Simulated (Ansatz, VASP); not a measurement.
## SnO2: VASP beside Ansatz

File INCAR:

```
  ALGO = Normal
  EDIFF = 1E-7
  ENCUT = 520
  GGA = PE
  ISIF = 2
  ISMEAR = 0
  LASPH = T
  LCHARG = F
  LREAL = F
  LWAVE = F
  NBANDS = 64
  NELM = 60
  PREC = Accurate
  SIGMA = 0.05
```

KPOINTS

```
k-points
0
Gamma
  6 8 3
```

POSCAR

```
SnO2
1.0
    0.0000000000     -4.8277049970      0.0000000000
    0.0000000000      0.0000000000     -3.2379909379
    9.6554099939      0.0000000000     -0.3237990938
Sn O
4 8
Direct
    1.0000000000     -0.0701650000      0.7016500000
    1.0000000000     -0.0201650000      0.2016500000
    0.5000000000      0.4048350000      0.9516500000
    0.5000000000      0.4548350000      0.4516500000
    0.6933949136     -0.0854952543      0.8549525432
    0.6933949136     -0.0354952543      0.3549525432
    0.1933949136      0.4201652543      0.7983474568
    0.1933949136      0.4701652543      0.2983474568
    0.3066050864     -0.0048347457      0.0483474568
    0.3066050864     -0.0548347457      0.5483474568
    0.8066050864      0.4895047457      0.1049525432
    0.8066050864      0.4395047457      0.6049525432
```

Input for Ansatz:

```yaml
crystal:
  lattice:
    - [0.0, -4.827704997, 0.0]
    - [0.0, 0.0, -3.2379909379]
    - [9.6554099939, 0.0, -0.3237990938]
  atoms:
    - { symbol: Sn, position: [1.0, -0.070165, 0.70165] }
    - { symbol: Sn, position: [1.0, -0.020165, 0.20165] }
    - { symbol: Sn, position: [0.5, 0.404835, 0.95165] }
    - { symbol: Sn, position: [0.5, 0.454835, 0.45165] }
    - { symbol: O, position: [0.6933949136, -0.0854952543, 0.8549525432] }
    - { symbol: O, position: [0.6933949136, -0.0354952543, 0.3549525432] }
    - { symbol: O, position: [0.1933949136, 0.4201652543, 0.7983474568] }
    - { symbol: O, position: [0.1933949136, 0.4701652543, 0.2983474568] }
    - { symbol: O, position: [0.3066050864, -0.0048347457, 0.0483474568] }
    - { symbol: O, position: [0.3066050864, -0.0548347457, 0.5483474568] }
    - { symbol: O, position: [0.8066050864, 0.4895047457, 0.1049525432] }
    - { symbol: O, position: [0.8066050864, 0.4395047457, 0.6049525432] }
basis:
  ecutwfc: 420
kpoints:
  mp_grid: { grid: [6, 8, 3] }
hamiltonian:
  xc: pbe
scf:
  occupations: { method: gaussian, width: 0.05 }
output:
  forces: true
  stress: true
  eigenvalues: true
```

Alike in both runs: task single point; functional PBE; k mesh 6 × 8 × 3; occupations gaussian, width 0.05 eV; no spin polarisation.

|  | VASP | Ansatz |
| --- | --- | --- |
| version | VASP 6.6.1 | Ansatz 0.2.0 |
| potentials or method | VASP PAW PBE potentials, release 64 (Sn_d, O), cutoff 520 eV | scalar-relativistic, plane waves, PAW |
| valence electrons in the cell | 104 | 104 |

|  | VASP | Ansatz | Ansatz less VASP |
| --- | --- | --- | --- |
| gap on the k mesh at the Fermi level (eV) | 0.69 | 0.71 | +0.013 |
| least direct gap on the mesh (eV) | 0.69 | 0.71 | +0.013 |
| pressure (GPa) | 2.6 | 2.0 | -0.55 |
| traceless stress, the component that is largest in VASP (GPa) | 4.16 | 4.14 | -0.022 |
| rms of the force components (eV/Å) | 0.969 | 0.967 | -0.0023 |

Atom by atom the forces differ by 0.012 eV/Å (rms over components).
